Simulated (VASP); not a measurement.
## P: single point with PBE

P:

```xyz
4
Lattice="1.6550 -5.2500 0.0000 1.6550 5.2500 0.0000 0.0000 0.0000 4.3800" Properties=species:S:1:pos:R:3 pbc="T T T"
P     1.6550    4.2210    3.9858
P     1.6550   -1.0290    2.9592
P     1.6550   -4.2210    0.3942
P     1.6550    1.0290    1.7958
```

This cell differs from its parent crystal: one atom moved.

```json
{
  "Program": "VASP 6.6.1",
  "Task": "single point",
  "Functional": "PBE",
  "Potentials or basis": "VASP PAW PBE potentials, release 64 (P)",
  "Cutoff": "520 eV",
  "k mesh": "12 × 12 × 8",
  "Occupations": "gaussian, width 0.05 eV",
  "Spin": "no spin polarisation"
}
```

* Pressure: 13.7 GPa
* Largest force: 6.722 eV/Å
* Band gap on the k mesh: zero (bands 10 and 11 overlap by 0.19 eV)

Forces on the atoms (eV/Å):
```
P    0.000 -0.092  5.685
P    0.000  0.081 -6.721
P    0.000  0.079 -0.123
P    0.000 -0.068  1.159
```

Stress tensor (GPa, compression positive):
```
23.60  0.00  0.00
 0.00  1.73  4.20
 0.00  4.20 15.63
```

Levels at points of the mesh, in eV from the Fermi level:
```
           k point  band 7  band 8  band 9  band 10  band 11  band 12  band 13  band 14
(0.00, 0.00, 0.00)   -3.78   -3.33   -2.25    -1.01     0.41     0.44     1.58     3.68
(0.50, 0.00, 0.00)   -3.48   -2.96   -2.51    -2.38     0.43     1.29     2.20     2.62
(0.50, 0.50, 0.00)   -4.63   -3.22   -1.07    -0.60     0.66     1.19     1.88     3.54
(0.00, 0.00, 0.50)   -3.75   -3.35   -1.35    -0.87     0.51     1.57     2.77     4.06
(0.50, 0.00, 0.50)   -4.97   -4.69   -1.90    -1.34     0.91     1.78     4.72     4.88
(0.50, 0.50, 0.50)   -2.94   -1.89   -1.72    -1.47     0.48     1.40     3.11     3.16
```

Run time: 5.4 min on 1 thread of AMD EPYC 9R45 96-Core Processor (Zen 5) (shared host), peak memory 0.42 GiB.

Caveat: the cell differs from its parent crystal (one atom moved); the cell stands under pressure; forces of over 1 eV/Å act on the atoms, so gaps and moduli don't describe the material at rest.
